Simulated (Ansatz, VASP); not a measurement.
**Be: VASP beside Ansatz**

```
CELL_PARAMETERS angstrom
3.60137 0.00000 0.00000
-1.80069 3.11888 0.00000
0.00000 0.00000 3.65760
ATOMIC_POSITIONS crystal
Be 0.00000 0.00000 0.25000
Be 0.00000 0.00000 0.75000
Be 0.33333 0.66667 0.75000
Be 0.66667 0.33333 0.25000
```

Alike in both runs: functional PBEsol; k mesh 6 × 6 × 6; occupations gaussian, width 0.1 eV; no spin polarisation.

Ansatz relaxed the structure, and its values are those at the end. VASP's run is a single point on that final structure, the one shown.

```csv
,VASP,Ansatz
version,VASP 6.6.1,Ansatz 0.2.0
potentials or method,"VASP PAW PBE potentials, release 64 (Be), cutoff 600 eV","scalar-relativistic, plane waves, PAW"
valence electrons in the cell,8,8
```

|  | VASP | Ansatz | Ansatz less VASP |
| --- | --- | --- | --- |
| gap on the k mesh at the Fermi level (eV) | none | none | - |
| pressure (GPa) | 0.4 | 0.2 | -0.21 |

VASP's potentials were made for PBE, not for PBEsol. A gap of «none» marks a metal or a gap that the smearing closes. With one functional, cell and mesh, what is left measures potentials, basis and numerics.
